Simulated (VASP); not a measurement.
# BN (R3m) in VASP: a series of runs

The runs below take BN through vibrations by perturbation theory, elastic constants, with PBEsol.

Everything below comes from runs of VASP 6.6.1. Logs are shortened: lines on timing, memory, paths and dates and some standing lists are left out, and cuts for length are marked.

### Step 1. The cell of the first run

Symmetry: R3m, No. 160, trigonal system. The conventional cell has a = 2.477 Å, b = 2.477 Å, c = 8.130 Å, α = 90.00°, β = 90.00°, γ = 120.00°. Within 1.9 Å of B (site symmetry 3m) lie 3 N at 1.43 Å. N (site symmetry 3m) has 3 B at 1.43 Å within 1.9 Å.

### Step 2. Vibrations by perturbation theory, PBEsol

Contents of INCAR:

```
SYSTEM = BN
ALGO = Normal
EDIFF = 1E-8
ENCUT = 520
GGA = PS
IBRION = 8
ISIF = 2
ISMEAR = 0
LASPH = .TRUE.
LCHARG = .FALSE.
LEPSILON = .TRUE.
LREAL = .FALSE.
LWAVE = .FALSE.
NBANDS = 11
NELM = 60
NSW = 1
PREC = Accurate
SIGMA = 0.01
```

Contents of KPOINTS:

```
k-points
0
G
  12 12 12
  0 0 0
```

Contents of POSCAR:

```
BN
1.0
    1.2384799076      0.7150367080      2.7101430730
   -1.2384799076      0.7150367080      2.7101430730
    0.0000000000     -1.4300734161      2.7101430730
B N
1 1
Direct
    1.0011545105      1.0011545105      1.0011545105
    0.3312784895      0.3312784895      0.3312784895
```

Potentials or basis: VASP PAW PBE potentials, release 64 (B, N).

Command:

```sh
cat potpaw_PBE.64/B/POTCAR potpaw_PBE.64/N/POTCAR > POTCAR
mpirun -np 1 vasp_std > vasp.out
```

OUTCAR:

```text
SYSTEM = BN
   EDIFF = 1E-8
   ENCUT = 520
   GGA = PS
   IBRION = 8
   ISIF = 2
   ISMEAR = 0
   LASPH = .TRUE.
   LEPSILON = .TRUE.
   LREAL = .FALSE.
   NELM = 60
   NSW = 1
   PREC = Accurate

 ion  position               nearest neighbor table
   1  0.001  0.001  0.001-   2 1.43   2 1.43   2 1.43
   2  0.331  0.331  0.331-   1 1.43   1 1.43   1 1.43

  LATTYP: Found a trigonal (rhomboedric) cell.
 ALAT       =     3.0643083153
 COS(alpha) =     0.6733046096

  Lattice vectors:

 A1 = (   1.2384799076,   0.7150367080,   2.7101430730)
 A2 = (  -1.2384799076,   0.7150367080,   2.7101430730)
 A3 = (   0.0000000000,  -1.4300734161,   2.7101430730)

Analysis of symmetry for initial positions (statically):
=====================================================================
 Subroutine PRICEL returns:
 Original cell was already a primitive cell.

 Routine SETGRP: Setting up the symmetry group for a
 trigonal (rhombohedral) supercell.

 Subroutine GETGRP returns: Found  6 space group operations
 (whereof  6 operations were pure point group operations)
 out of a pool of 12 trial point group operations.

The static configuration has the point symmetry C_3v.

Analysis of symmetry for dynamics (positions and initial velocities):
=====================================================================
 Subroutine PRICEL returns:
 Original cell was already a primitive cell.

 Routine SETGRP: Setting up the symmetry group for a
 trigonal (rhombohedral) supercell.

 Subroutine GETGRP returns: Found  6 space group operations
 (whereof  6 operations were pure point group operations)
 out of a pool of 12 trial point group operations.

The dynamic configuration has the point symmetry C_3v.

 Subroutine INISYM returns: Found  6 space group operations
 (whereof  6 operations are pure point group operations),
 and found     1 'primitive' translations

----------------------------------------------------------------------------------------

                                     Primitive cell

  volume of cell :      14.3999

  direct lattice vectors                    reciprocal lattice vectors
     1.238479908  0.715036708  2.710143073     0.403720720  0.233088266  0.122994737
    -1.238479908  0.715036708  2.710143073    -0.403720720  0.233088266  0.122994737
     0.000000000 -1.430073416  2.710143073     0.000000000 -0.466176533  0.122994737

  length of vectors
     3.064308315  3.064308315  3.064308315     0.482128888  0.482128888  0.482128888

  position of ions in fractional coordinates (direct lattice)
     0.001154511  0.001154511  0.001154511
     0.331278490  0.331278490  0.331278490

  ion indices of the primitive-cell ions
   primitive index   ion index
                 1           1
                 2           2

----------------------------------------------------------------------------------------

 KPOINTS: k-points

Automatic generation of k-mesh.
 Grid dimensions read from file:
 generate k-points for:   12   12   12

 Generating k-lattice:

  Cartesian coordinates                     Fractional coordinates (reciprocal lattice)
     0.033643393  0.019424022  0.010249561     0.083333333  0.000000000  0.000000000
    -0.033643393  0.019424022  0.010249561     0.000000000  0.083333333  0.000000000
     0.000000000 -0.038848044  0.010249561     0.000000000  0.000000000  0.083333333

  Length of vectors
     0.040177407  0.040177407  0.040177407

  Shift w.r.t. Gamma in fractional coordinates (k-lattice)
     0.000000000  0.000000000  0.000000000

 Subroutine IBZKPT returns following result:
 ===========================================

 Found    189 irreducible k-points:

 Following reciprocal coordinates:
[... 451 lines left out ...]
      0.00000     -0.00000      2.69344         0.000000     -0.000000      0.000217
 -----------------------------------------------------------------------------------
    total drift:                                0.000000     -0.000000     -0.000006

  FREE ENERGIE OF THE ION-ELECTRON SYSTEM (eV)
  ---------------------------------------------------
  free  energy   TOTEN  =       -18.1441830272 eV

  energy  without entropy=      -18.1441830272  energy(sigma->0) =      -18.14418303

 HEAD OF MICROSCOPIC STATIC DIELECTRIC TENSOR (INDEPENDENT PARTICLE, excluding Hartree and local field effects)
 ------------------------------------------------------
           5.646783     0.000000     0.000000
           0.000000     5.646783    -0.000000
          -0.000000    -0.000000     4.168993
 ------------------------------------------------------

 Free energy of the ion-electron system (eV)
  ---------------------------------------------------
  ---------------------------------------------------
  free energy    TOTEN  =        -0.18871696 eV

  energy without entropy =       -0.18871696

------------------------ aborting loop because EDIFF is reached ----------------------------------------

--------------------------------------- Ionic step        2  -------------------------------------------

------------------------ aborting loop because EDIFF is reached ----------------------------------------

--------------------------------------- Ionic step        3  -------------------------------------------

------------------------ aborting loop because EDIFF is reached ----------------------------------------

 PIEZOELECTRIC TENSOR FIELD DIRECTION 3  (e Angst)
 -----------------------------------------------------------------------------
     0.19872  0.00000 -0.00000           (  0.00104  0.00000 -0.00000)
     0.00000  0.19872  0.00000           (  0.00000  0.00104  0.00000)
    -0.00000  0.00000 -0.54554           ( -0.00000  0.00000 -0.00212)

 PIEZOELECTRIC TENSOR FIELD DIRECTION 3  (C/m^2)
 -----------------------------------------------------------------------------
     0.22110  0.00000 -0.00000
     0.00000  0.22110  0.00000
    -0.00000  0.00000 -0.60698

--------------------------------------- Ionic step        4  -------------------------------------------

------------------------ aborting loop because EDIFF is reached ----------------------------------------

[... ionic steps 5 to 5 ...]

--------------------------------------- Ionic step        6  -------------------------------------------

------------------------ aborting loop because EDIFF is reached ----------------------------------------

--------------------------------------- Ionic step        7  -------------------------------------------

------------------------ aborting loop because EDIFF is reached ----------------------------------------

[... ionic steps 8 to 8 ...]

--------------------------------------- Ionic step        9  -------------------------------------------

 Free energy of the ion-electron system (eV)
  ---------------------------------------------------
  ---------------------------------------------------
  free energy    TOTEN  =        -0.23906002 eV

  energy without entropy =       -0.23906002

------------------------ aborting loop because EDIFF is reached ----------------------------------------

 INTERNAL STRAIN TENSOR  FOR ION    2  DIRECTION 3   (eV/Angst):
 -----------------------------------------------------------------------------
    -0.41524  0.00000  0.00000
     0.00000 -0.41524 -0.00000
    -0.00000 -0.00000  3.18566

 MACROSCOPIC STATIC DIELECTRIC TENSOR (including local field effects in DFT)
 ------------------------------------------------------
           5.500306     0.000000     0.000000
           0.000000     5.500306    -0.000000
           0.000000    -0.000000     3.929276
 ------------------------------------------------------

 PIEZOELECTRIC TENSOR (including local field effects)  for field in x, y, z        (e  Angst)
          XX          YY          ZZ          XY          YZ          ZX
  --------------------------------------------------------------------------------
  x     0.00000     0.00000     0.00000     1.20901     0.00000     0.07642
  y     1.20901    -1.20901     0.00000     0.00000     0.07642     0.00000
  z     0.19872     0.19872    -0.54554     0.00000     0.00000     0.00000

 PIEZOELECTRIC TENSOR (including local field effects)  for field in x, y, z        (C/m^2)
          XX          YY          ZZ          XY          YZ          ZX
  --------------------------------------------------------------------------------
  x     0.00000     0.00000     0.00000     1.34518     0.00000     0.08502
  y     1.34518    -1.34518     0.00000     0.00000     0.08502     0.00000
  z     0.22110     0.22110    -0.60698     0.00000     0.00000     0.00000

 BORN EFFECTIVE CHARGES (including local field effects) (in |e|, cummulative output)
 ---------------------------------------------------------------------------------
 ion    1
    1     2.64826     0.00000     0.00000
    2     0.00000     2.64826    -0.00000
    3     0.00000    -0.00000     1.23615
 ion    2
    1    -2.64826     0.00000     0.00000
    2     0.00000    -2.64826     0.00000
    3     0.00000     0.00000    -1.23615

 INTERNAL STRAIN TENSOR FOR ION    2 for displacements in x,y,z  (eV/Angst):
          X           Y           Z          XY          YZ          ZX
  --------------------------------------------------------------------------------
  x     0.00000     0.00000     0.00000    15.56621     0.00000     0.91402
  y    15.56621   -15.56621    -0.00000    -0.00000     0.66307     0.00000
  z    -0.41524    -0.41524     3.18566     0.00000    -0.00000     0.00000

 SECOND DERIVATIVES (NOT SYMMETRIZED)
 ------------------------------------
               1X          1Y          1Z          2X          2Y          2Z
  1X   -45.353331    0.000000    0.000000   45.353331   -0.000000    0.000000
  1Y     0.000000  -45.353331    0.000000   -0.000000   45.353331   -0.000000
  1Z     0.000000    0.000000   -9.689740    0.000000   -0.000000    9.689740
  2X    45.362960   -0.000000    0.000000  -45.362960    0.000000    0.000000
  2Y     0.000000   45.362960   -0.000000   -0.000000  -45.362960    0.000000
  2Z     0.000000   -0.000000    9.682916    0.000000    0.000000   -9.682916

 Eigenvectors and eigenvalues of the dynamical matrix
 ----------------------------------------------------

   1 f  =   42.627890 THz   267.838930 2PiTHz 1421.913343 cm-1   176.294707 meV
             X         Y         Z           dx          dy          dz
      0.000000 -0.000000  0.009387     0.751153   -0.000000    0.000000
      0.000000 -0.000000  2.693436    -0.660128   -0.000000    0.000000
[... 21 lines left out ...]
   6 f/i=    0.003440 THz     0.021617 2PiTHz    0.114762 cm-1     0.014229 meV
             X         Y         Z           dx          dy          dz
      0.000000 -0.000000  0.009387    -0.000000   -0.000000   -0.659957
      0.000000 -0.000000  2.693436    -0.000000   -0.000000   -0.751303

--------------------------------------------------------------------------------------------------------

 MACROSCOPIC STATIC DIELECTRIC TENSOR IONIC CONTRIBUTION
 ------------------------------------------------------
           1.942989    -0.000000     0.000000
          -0.000000     1.942989    -0.000000
           0.000000    -0.000000     1.982392
 ------------------------------------------------------

 ELASTIC MODULI CONTR FROM IONIC RELAXATION (kBar)
 Direction    XX          YY          ZZ          XY          YZ          ZX
 --------------------------------------------------------------------------------
 XX        -593.4671    589.4898     15.1775      0.0000    -26.9628      0.0000
 YY         589.4898   -593.4671     15.1775     -0.0000     26.9628     -0.0000
 ZZ          15.1775     15.1775   -115.8347     -0.0000      0.0000     -0.0000
 XY           0.0000     -0.0000     -0.0000   -591.4785      0.0000    -32.3191
 YZ         -26.9628     26.9628      0.0000      0.0000     -1.2291      0.0000
 ZX           0.0000     -0.0000     -0.0000    -32.3191      0.0000     -1.7660
 --------------------------------------------------------------------------------

 PIEZOELECTRIC TENSOR IONIC CONTR  for field in x, y, z        (C/m^2)
          XX          YY          ZZ          XY          YZ          ZX
  --------------------------------------------------------------------------------
  x     0.00000    -0.00000    -0.00000    -1.00873     0.00000    -0.05512
  y    -1.00873     1.00873     0.00000     0.00000    -0.04598     0.00000
  z     0.05908     0.05908    -0.45091    -0.00000     0.00000    -0.00000
```

Wall time 12 min (1 thread of Intel Xeon 8259CL, shared host); peak memory 0.46 GiB.

What came out:

- Electronic dielectric tensor (diagonal): 5.50, 5.50, 3.93
- Born charges (mean of the diagonal): B +2.18; N -2.18 e
- Highest phonon frequency at Γ, LO-TO splitting left out: 1422 cm⁻¹

Phonon frequencies in cm⁻¹ (negative: imaginary):
| q point | frequencies |
| --- | --- |
| (0.000, 0.000, 0.000) | 0 0 0 657 1422 1422 |

Electronic dielectric tensor:
```
5.50 0.00 0.00
0.00 5.50 0.00
0.00 0.00 3.93
```

Born effective charge tensors (e):
atom 1, B
```
2.65 0.00 0.00
0.00 2.65 0.00
0.00 0.00 1.24
```
atom 2, N
```
-2.65  0.00  0.00
 0.00 -2.65  0.00
 0.00  0.00 -1.24
```

Caveat: the cell stands under pressure or tension, which shifts response properties.

[end of part 1 of 2]
